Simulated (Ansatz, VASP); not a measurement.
## One calculation of Mo, two programs

Contents of INCAR:

```
ALGO = Normal
EDIFF = 1E-6
EDIFFG = -0.01
ENCUT = 600
GGA = PS
IBRION = 2
ISIF = 3
ISMEAR = -1
LASPH = T
LCHARG = F
LREAL = F
LWAVE = F
NELM = 100
NSW = 50
PREC = Accurate
SIGMA = 0.1
```

The input KPOINTS:

```
k-points
0
Gamma
  18 18 17
```

Contents of POSCAR:

```
Mo
1.0
    2.7355100000      0.0000000000      0.0000000000
   -1.3677600000      2.3690200000      0.0000000000
    0.0000000000      0.0000000000      2.5551800000
Mo
1
Direct
    0.0000000000      0.0000000000      0.5000000000
```

Input for Ansatz:

```yaml
crystal:
  lattice:
    - [2.73551, 0.0, 0.0]
    - [-1.36776, 2.36902, 0.0]
    - [0.0, 0.0, 2.55518]
  atoms:
    - { symbol: Mo, position: [0.0, 0.0, 0.5] }
basis:
  ecutwfc: 421.77648681281397
kpoints:
  mp_grid:
    grid: [18, 18, 17]
hamiltonian:
  xc: pbesol
  pseudopotentials:
    kind: paw
scf:
  occupations:
    method: fermi_dirac
    width: 0.1
relax:
  max_steps: 30
  cell: {}
```

Alike in both runs: task relaxation of cell and atoms; functional PBEsol; k mesh 18 × 18 × 17; occupations fermi-dirac, width 0.1 eV; no spin polarisation.

|  | VASP | Ansatz |
| --- | --- | --- |
| version | VASP 6.6.1 | Ansatz 0.2.0 |
| potentials or method | VASP PAW PBE potentials, release 64 (Mo_sv), cutoff 600 eV | plane waves, PAW |
| valence electrons in the cell | 14 | 14 |

|  | VASP | Ansatz | Ansatz less VASP |
| --- | --- | --- | --- |
| relaxed volume (Å³/atom) | 16.31 | 16.27 | -0.038 |
| relaxed cell length with the largest relative difference (Å) | 2.501 | 2.497 | -0.0041 |

VASP's potentials were made for PBE, not for PBEsol.
